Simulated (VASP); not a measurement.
FePt:

```
Fe Pt
1.0
     4.28058    0.00000    0.00000
     0.00000    2.13835    1.49843
     0.00000   -2.13835    1.49843
Fe Pt
1 1
Cartesian
  2.1403 0.0000 2.2380
  0.0000 0.0000 0.7589
```

* Program: VASP 6.6.1
* Task: relaxation of cell and atoms
* Functional: PBE
* Potentials or basis: VASP PAW PBE potentials, release 64 (Fe, Pt)
* Cutoff: 600 eV
* k mesh: 4 × 8 × 8
* Occupations: gaussian, width 0.1 eV
* Spin: collinear spin, ferromagnetic start
* Starting moments: [4.0, 0.0] μB

At the start: pressure 10.6 GPa; volume 13.72 Å³/atom.

Problem. How do energy, volume and symmetry change on relaxing?

Solution. Over 23 steps the energy falls by 234.7 meV/atom and the volume is 13.96 Å³/atom (+1.8 %); space group Cmmm (No. 65, to 0.1 Å) before, P4/mmm (No. 123, to 0.1 Å); moment 3.27 μB per cell.

Step by step:
| step | energy change (eV) | largest force (eV/Å) | pressure (GPa) | volume (Å³) |
| --- | --- | --- | --- | --- |
| 1 | 0.0000 | 0.0638 | 10.56 | 27.43 |
| 2 | 0.0250 | 0.0285 | -12.79 | 31.15 |
| 3 | -0.0673 | 0.0452 | -2.03 | 29.04 |
| 4 | -0.0951 | 0.0390 | -0.40 | 28.78 |
| 5 | -0.1125 | 0.0293 | 1.85 | 28.43 |
| 6 | -0.1234 | 0.0244 | 1.83 | 28.42 |
| 7 | -0.1548 | 0.0060 | 1.96 | 28.35 |
| 8 | -0.2156 | 0.0459 | 2.63 | 28.15 |
| 9 | -0.2738 | 0.1930 | 5.70 | 27.55 |
| 10 | 0.1447 | 0.4079 | 28.61 | 25.52 |
| 11 | -0.2664 | 0.2815 | 7.90 | 27.25 |
| 12 | -0.3073 | 0.2548 | 4.87 | 27.57 |
| 13 | -0.3189 | 0.2262 | 2.03 | 27.88 |
| 14 | -0.3445 | 0.1997 | 1.33 | 27.95 |
| 15 | -0.4043 | 0.1271 | -0.74 | 28.16 |
| 16 | -0.4515 | 0.0071 | -3.40 | 28.47 |
| 17 | -0.4519 | 0.0208 | -3.17 | 28.44 |
| 18 | -0.4617 | 0.0103 | 0.08 | 27.94 |
| 19 | -0.4622 | 0.0075 | 0.97 | 27.81 |
| 20 | -0.4659 | 0.0031 | 0.62 | 27.85 |
| 21 | -0.4688 | 0.0067 | -0.14 | 27.95 |
| 22 | -0.4689 | 0.0050 | -0.05 | 27.93 |
| 23 | -0.4693 | 0.0040 | 0.02 | 27.92 |

Final structure:
```
Fe Pt
1.0
     3.77097    0.00000    0.00000
     0.00000    1.92611    1.92208
     0.00000   -1.92611    1.92208
Fe Pt
1 1
Direct
  0.50000 0.74987 0.74987
  0.00000 0.25013 0.25013
```

Caveat: the k points lie up to 0.42 Å⁻¹ apart in the final cell.
